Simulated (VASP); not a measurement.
# Zr (Pm-3m) in VASP: notebook

The runs below take Zr through single point, relaxation of cell and atoms, with LDA.

Everything below comes from runs of VASP 6.6.1. Logs are shortened: lines on timing, memory, paths and dates and some standing lists are left out, and cuts for length are marked.

### 1 The cell of the first run

It takes space group Pm-3m (No. 221, cubic). The conventional cell has a = 2.705 Å, b = 2.705 Å, c = 2.705 Å, α = 90.00°, β = 90.00°, γ = 90.00°. Within 3.6 Å of Zr (site symmetry m-3m) lie 6 Zr at 2.70 Å.

### 2 Single point, LDA

Input file INCAR:

```
SYSTEM = Zr
PREC = Accurate ; ENCUT = 520
EDIFF = 1E-6 ; ISMEAR = -1
SIGMA = 0.1 ; LREAL = .False.
LASPH = .True. ; NELM = 100
ALGO = Normal ; ISIF = 2
LWAVE = .False. ; LCHARG = .True.
LELF = .True. ; LVHAR = .True.
NBANDS = 12
```

Input file KPOINTS:

```
Automatic mesh
0
Gamma
  14 14 14
  0 0 0
```

Input file POSCAR:

```
Zr
1.0
    2.7049763956      0.0000000000      0.0000000000
    0.0000000000      2.7049763956      0.0000000000
    0.0000000000      0.0000000000      2.7049763956
Zr
1
Direct
    0.0000000000      0.0000000000      0.0000000000
```

Potentials or basis: VASP PAW LDA potentials, release 64 (Zr_sv).

The run is started by

```
> cat potpaw_LDA.64/Zr_sv/POTCAR > POTCAR
> mpirun -np 1 vasp_std > vasp.out
```

OUTCAR:

```text
SYSTEM = Zr
   PREC = Accurate
   ENCUT = 520
   EDIFF = 1E-6
   ISMEAR = -1
   LREAL = .False.
   LASPH = .True.
   NELM = 100
   ISIF = 2

 ion  position               nearest neighbor table
   1  0.000  0.000  0.000-

  LATTYP: Found a simple cubic cell.
 ALAT       =     2.7049763956

  Lattice vectors:

 A1 = (   2.7049763956,   0.0000000000,   0.0000000000)
 A2 = (   0.0000000000,   2.7049763956,   0.0000000000)
 A3 = (   0.0000000000,   0.0000000000,   2.7049763956)

Analysis of symmetry for initial positions (statically):
=====================================================================
 Subroutine PRICEL returns:
 Original cell was already a primitive cell.

 Routine SETGRP: Setting up the symmetry group for a
 simple cubic supercell.

 Subroutine GETGRP returns: Found 48 space group operations
[... 9 lines left out ...]

 Routine SETGRP: Setting up the symmetry group for a
 simple cubic supercell.

 Subroutine GETGRP returns: Found 48 space group operations
[... 11 lines left out ...]
                                     Primitive cell

  volume of cell :      19.7920

  direct lattice vectors                    reciprocal lattice vectors
     2.704976396  0.000000000  0.000000000     0.369688993  0.000000000  0.000000000
     0.000000000  2.704976396  0.000000000     0.000000000  0.369688993  0.000000000
     0.000000000  0.000000000  2.704976396     0.000000000  0.000000000  0.369688993

  length of vectors
     2.704976396  2.704976396  2.704976396     0.369688993  0.369688993  0.369688993

  position of ions in fractional coordinates (direct lattice)
     0.000000000  0.000000000  0.000000000

  ion indices of the primitive-cell ions
   primitive index   ion index
                 1           1

----------------------------------------------------------------------------------------

 KPOINTS: Automatic mesh

Automatic generation of k-mesh.
 Grid dimensions read from file:
 generate k-points for:   14   14   14

 Generating k-lattice:

  Cartesian coordinates                     Fractional coordinates (reciprocal lattice)
     0.026406357  0.000000000  0.000000000     0.071428571  0.000000000  0.000000000
     0.000000000  0.026406357  0.000000000     0.000000000  0.071428571  0.000000000
     0.000000000  0.000000000  0.026406357     0.000000000  0.000000000  0.071428571

  Length of vectors
     0.026406357  0.026406357  0.026406357

  Shift w.r.t. Gamma in fractional coordinates (k-lattice)
     0.000000000  0.000000000  0.000000000

 Subroutine IBZKPT returns following result:
 ===========================================

 Found    120 irreducible k-points:

 Following reciprocal coordinates:
            Coordinates               Weight
  0.000000  0.000000  0.000000      1.000000
  0.071429  0.000000  0.000000      6.000000
  0.142857  0.000000  0.000000      6.000000
  0.214286  0.000000  0.000000      6.000000
  0.285714  0.000000  0.000000      6.000000
  0.357143  0.000000  0.000000      6.000000
[... 16 lines left out ...]
  0.285714  0.214286  0.000000     24.000000
  0.357143  0.214286  0.000000     24.000000
 [... further k-points ...]
   k-points           NKPTS =    120   k-points in BZ     NKDIM =    120   number of bands    NBANDS=     12
   number of dos      NEDOS =    301   number of ions     NIONS =      1
   total plane-waves  NPLWV =   8000
   dimension x,y,z NGX =    20 NGY =   20 NGZ =   20
   dimension x,y,z NGXF=    40 NGYF=   40 NGZF=   40
   ions per type =               1
   NGX,Y,Z   is equivalent  to a cutoff of  12.29, 12.29, 12.29 a.u.
   NGXF,Y,Z  is equivalent  to a cutoff of  24.58, 24.58, 24.58 a.u.
 SYSTEM =  Zr
   PREC   = accura    normal or accurate (medium, high low for compatibility)
   ISTART =      0    job   : 0-new  1-cont  2-samecut
   ICHARG =      2    charge: 1-file 2-atom 10-const
   ISPIN  =      1    spin polarized calculation?
   LNONCOLLINEAR =      F non collinear calculations
   LSORBIT =      F    spin-orbit coupling
   LASPH  =      T    aspherical Exc in radial PAW
   ENCUT  =  520.0 eV  38.22 Ry    6.18 a.u.   5.03  5.03  5.03*2*pi/ulx,y,z
   NELM   =    100;   NELMIN=  2; NELMDL= -5     # of ELM steps
   EDIFF  = 0.1E-05   stopping-criterion for ELM
   LREAL  =      F    real-space projection
   EDIFFG = 0.1E-04   stopping-criterion for IOM
   NSW    =      0    number of steps for IOM
   IBRION =     -1    ionic relax: 0-MD 1-quasi-New 2-CG
   NFREE  =      0    steps in history (QN), initial steepest desc. (CG)
   ISIF   =      2    stress and relaxation
   ISYM   =      2    0-nonsym 1-usesym 2-fastsym
   POTIM  = 0.5000    time-step for ionic-motion
   TEBEG  =    0.0;   TEEND  =   0.0 temperature during run
   PSTRESS=    0.0 pullay stress
   NELECT =      12.0000    total number of electrons
   NUPDOWN=      -1.0000    fix difference up-down
   EMIN   =  10.00;   EMAX   =-10.00  energy-range for DOS
   EFERMI =   0.00;   METHOD = LEGACY
   ISMEAR =    -1;   SIGMA  =   0.10  broadening in eV -4-tet -1-fermi 0-gaus
   EFERMI_NEDOS =   21; number of points for ismear=-14 and -15
   IALGO  =     38    algorithm
   IMIX   =      4    mixing-type and parameters
     AMIX     =   0.40;   BMIX     =  1.00
     AMIX_MAG =   1.60;   BMIX_MAG =  1.00
  volume/ion in A,a.u.               =      19.79       133.56
  Fermi-wavevector in a.u.,A,eV,Ry     =   1.385602  2.618408 26.121721  1.919892
  Thomas-Fermi vector in A             =   2.509996
   LORBIT       =      0    0 simple, 1 ext, 2 COOP (PROOUT), +10 PAW based schemes
   GGA     = CA    functional components
   LHFCALC =     F    Hartree Fock is set to
   AEXX    =    0.0000 exact exchange contribution
   IVDW    =     0    specifies the selected vdW correction
   LEPSILON=     F    determine dielectric tensor
   LRPA    =     F    only Hartree local field effects (RPA)
 non-spin polarized calculation
  energy-cutoff  :      520.00
  volume of cell :       19.79
 maximum number of plane-waves:       554
   NGX = 11   NGY = 11   NGZ = 11

 number of electron      11.9999999 magnetization

 Free energy of the ion-electron system (eV)
  ---------------------------------------------------
  ext. energy  EPLUGINS =         0.00000000
  ---------------------------------------------------
  free energy    TOTEN  =        -8.35405416 eV

  energy without entropy =       -8.30708785  energy(sigma->0) =       -8.33057100

 E-fermi :  10.3685     XC(G=0): -11.9491

 val. band max:       10.3488048982   @ k =   0.4286   0.1429   0.0000
 cond. band min:      10.3722979333   @ k =   0.5000   0.2143   0.1429
 fundamental gap:      0.0234930351
 Fermi energy:        10.3684572609

 k-point     1 :       0.0000    0.0000    0.0000
  band No.  band energies     occupation
      1     -37.8882      2.00000
      2     -14.9152      2.00000
      3     -14.9152      2.00000
      4     -14.9152      2.00000
      5       5.1056      2.00000
      6       8.0350      2.00000
      7       8.0350      2.00000
      8      17.4131      0.00000
      9      17.4131      0.00000
     10      17.4131      0.00000
     11      25.1122      0.00000
     12      25.1122      0.00000

 k-point     2 :       0.0714    0.0000    0.0000
  band No.  band energies     occupation
      1     -37.8729      2.00000
      2     -15.0406      2.00000
      3     -14.9046      2.00000
      4     -14.9046      2.00000
      5       5.2692      2.00000
      6       8.0817      2.00000
      7       8.2381      2.00000
      8      17.0798      0.00000
      9      17.0798      0.00000
     10      17.4345      0.00000
     11      24.4250      0.00000
     12      25.4982      0.00000

 k-point     3 :       0.1429    0.0000    0.0000
  band No.  band energies     occupation
      1     -37.8298      2.00000
      2     -15.3813      2.00000
      3     -14.8749      2.00000
      4     -14.8749      2.00000
      5       5.7022      2.00000
      6       8.2159      2.00000
      7       8.8390      2.00000
      8      16.2829      0.00000
      9      16.2829      0.00000
     10      17.4952      0.00000
     11      23.0203      0.00000
     12      26.4324      0.00000

 k-point     4 :       0.2143    0.0000    0.0000
  band No.  band energies     occupation
      1     -37.7666      2.00000
      2     -15.8490      2.00000
      3     -14.8315      2.00000
      4     -14.8315      2.00000
      5       6.2897      2.00000
      6       8.4194      2.00000
      7       9.7541      1.99571
      8      15.3503      0.00000
      9      15.3503      0.00000
     10      17.5846      0.00000
     11      21.6645      0.00000
     12      26.6990      0.00000

 k-point     5 :       0.2857    0.0000    0.0000
  band No.  band energies     occupation
      1     -37.6952      2.00000
      2     -16.3395      2.00000
      3     -14.7828      2.00000
      4     -14.7828      2.00000
      5       6.9478      2.00000
      6       8.6607      2.00000
      7      10.7222      0.05651
      8      14.4929      0.00000
      9      14.4929      0.00000
     10      17.6863      0.00000
     11      20.8105      0.00000
     12      25.1463      0.00000

 k-point     6 :       0.3571    0.0000    0.0000
  band No.  band energies     occupation
      1     -37.6298      2.00000
      2     -16.7596      2.00000
      3     -14.7385      2.00000
      4     -14.7385      2.00000
      5       7.6172      2.00000
      6       8.8943      2.00000
      7      11.3465      0.00011
      8      13.8231      0.00000
      9      13.8231      0.00000
     10      17.7802      0.00000
     11      20.8163      0.00000
     12      23.9706      0.00000

 k-point     7 :       0.4286    0.0000    0.0000
  band No.  band energies     occupation
      1     -37.5839      2.00000
      2     -17.0397      2.00000
      3     -14.7076      2.00000
      4     -14.7076      2.00000
      5       8.1881      2.00000
      6       9.0665      2.00000
      7      11.4676      0.00003
      8      13.4010      0.00000
      9      13.4010      0.00000
     10      17.8466      0.00000
     11      21.6423      0.00000
     12      23.2311      0.00000

 k-point     8 :       0.5000    0.0000    0.0000
  band No.  band energies     occupation
      1     -37.5674      2.00000
      2     -17.1379      2.00000
      3     -14.6965      2.00000
      4     -14.6965      2.00000
      5       8.4345      2.00000
      6       9.1303      1.99999
      7      11.4146      0.00006
      8      13.2571      0.00000
      9      13.2571      0.00000
     10      17.8705      0.00000
     11      22.2841      0.00000
     12      22.9779      0.00000
[... 166 lines left out ...]
 k-point    20 :       0.4286    0.1429    0.0000
  band No.  band energies     occupation
      1     -37.5277      2.00000
      2     -16.9747      2.00000
      3     -15.1404      2.00000
      4     -14.6698      2.00000
      5       8.6256      2.00000
      6       9.6278      1.99879
      7      10.3488      1.09795
      8      13.5514      0.00000
      9      14.3802      0.00000
     10      16.9042      0.00000
     11      21.6625      0.00000
     12      24.5641      0.00000

 k-point    21 :       0.5000    0.1429    0.0000
  band No.  band energies     occupation
      1     -37.5114      2.00000
      2     -17.0718      2.00000
      3     -15.1275      2.00000
      4     -14.6588      2.00000
      5       8.9313      2.00000
      6       9.6792      1.99797
      7      10.0817      1.89242
      8      13.4098      0.00000
      9      14.4864      0.00000
     10      16.9353      0.00000
     11      22.0862      0.00000
     12      24.3080      0.00000

 k-point    22 :       0.2143    0.2143    0.0000
  band No.  band energies     occupation
      1     -37.6468      2.00000
      2     -15.7759      2.00000
      3     -15.7040      2.00000
      4     -14.7498      2.00000
      5       7.3129      2.00000
      6       9.3494      1.99992
      7      10.7233      0.05595
      8      13.4640      0.00000
      9      15.3683      0.00000
     10      15.9116      0.00000
     11      22.9700      0.00000
     12      24.1805      0.00000

 k-point    23 :       0.2857    0.2143    0.0000
  band No.  band energies     occupation
      1     -37.5766      2.00000
      2     -16.2211      2.00000
      3     -15.6741      2.00000
      4     -14.7024      2.00000
      5       7.7786      2.00000
      6       9.4481      1.99980
      7      11.3849      0.00008
      8      13.3984      0.00000
      9      14.7446      0.00000
     10      15.8636      0.00000
     11      22.0721      0.00000
     12      24.6728      0.00000

 k-point    24 :       0.3571    0.2143    0.0000
  band No.  band energies     occupation
      1     -37.5122      2.00000
      2     -16.6305      2.00000
      3     -15.6175      2.00000
      4     -14.6593      2.00000
      5       8.1852      2.00000
      6       9.3798      1.99990
      7      11.4693      0.00003
      8      14.1226      0.00000
      9      14.2227      0.00000
     10      15.9785      0.00000
     11      21.4746      0.00000
     12      25.4518      0.00000

 [... further k-points ...]
[... 5 lines left out ...]
  --------------------------------------------------------------------------------------
  -------------------------------------------------------------------------------------
  Total        1.8807661      1.8807661      1.8807661      0.0000000      0.0000000     -0.0000000
  in kB      152.2491723    152.2491723    152.2491723      0.0000000      0.0000000     -0.0000000
  external PRESSURE =     152.2491723 kB  Pullay stress =       0.0000000 kB

 VOLUME and BASIS-vectors are now :
 -----------------------------------------------------------------------------
  energy-cutoff  :      520.00
  volume of cell :       19.79
      direct lattice vectors                 reciprocal lattice vectors
     2.704976396  0.000000000  0.000000000     0.369688993  0.000000000  0.000000000
     0.000000000  2.704976396  0.000000000     0.000000000  0.369688993  0.000000000
     0.000000000  0.000000000  2.704976396     0.000000000  0.000000000  0.369688993

 POSITION                                       TOTAL-FORCE (eV/Angst)
 -----------------------------------------------------------------------------------
      0.00000      0.00000      0.00000         0.000000      0.000000      0.000000
 -----------------------------------------------------------------------------------
    total drift:                                0.000000      0.000000      0.000000

  FREE ENERGIE OF THE ION-ELECTRON SYSTEM (eV)
  ---------------------------------------------------
  free  energy   TOTEN  =        -8.3540541573 eV

  energy  without entropy=       -8.3070878519  energy(sigma->0) =       -8.33057100
```

It took 6.9 s on 1 thread of Intel Xeon 6975P-C (Granite Rapids), shared host; peak memory 0.13 GiB.

What came out:

| Property | Result |
| --- | --- |
| Free energy | -8.3541 eV |
| Pressure | 15.2 GPa |
| Band gap on the k mesh | zero (band 6 reaches 11.45 eV, above the bottom of band 7 at 8.04 eV) |

### 3 Single point, LDA

Input file INCAR:

```
SYSTEM = Zr
  PREC = Accurate
  ENCUT = 520
  EDIFF = 1E-6
  ISMEAR = -1
  SIGMA = 0.1
  LREAL = .FALSE.
  LASPH = .TRUE.
  NELM = 100
  ALGO = Normal
  ISIF = 2
  LWAVE = .FALSE.
  LCHARG = .TRUE.
  GGA = CA
  LELF = .TRUE.
  LVHAR = .TRUE.
  NBANDS = 12
```

Input file KPOINTS:

```
Automatic mesh
0
G
  14 14 14
  0 0 0
```

Input file POSCAR:

```
Zr
1.0
    2.7052481447      0.0000000000      0.0000000000
    0.0000000000      2.7052481447      0.0000000000
    0.0000000000      0.0000000000      2.7052481447
Zr
1
Direct
    0.0000000000      0.0000000000      0.0000000000
```

Potentials or basis: VASP PAW LDA potentials, release 64 (Zr_sv).

The run is started by

```
> cat potpaw_LDA.64/Zr_sv/POTCAR > POTCAR
> mpirun -np 1 vasp_std > vasp.out
```

It took 7 s on 1 thread of Intel Xeon 6975P-C (Granite Rapids), shared host; peak memory 0.13 GiB.

Results (log left out):

* Free energy: -8.3546 eV
* Pressure: 15.2 GPa
* Band gap on the k mesh: zero (band 6 reaches 11.45 eV, above the bottom of band 7 at 8.03 eV)

Levels at points of the mesh, in eV from the Fermi level:
| k point | band 2 | band 3 | band 4 | band 5 | band 6 | band 7 | band 8 | band 9 | band 10 | band 11 |
| --- | --- | --- | --- | --- | --- | --- | --- | --- | --- | --- |
| (0.00, 0.00, 0.00) | -25.28 | -25.28 | -25.28 | -5.26 | -2.33 | -2.33 | 7.04 | 7.04 | 7.04 | 14.74 |
| (0.50, 0.00, 0.00) | -27.51 | -25.07 | -25.07 | -1.93 | -1.24 | 1.05 | 2.89 | 2.89 | 7.50 | 11.91 |
| (0.50, 0.50, 0.00) | -27.14 | -27.14 | -24.86 | -4.19 | -0.19 | 3.79 | 3.79 | 6.48 | 6.48 | 9.77 |
| (0.50, 0.50, 0.50) | -26.82 | -26.82 | -26.82 | -2.31 | -2.31 | -2.31 | 6.53 | 10.09 | 10.09 | 13.74 |

[end of part 1 of 2]
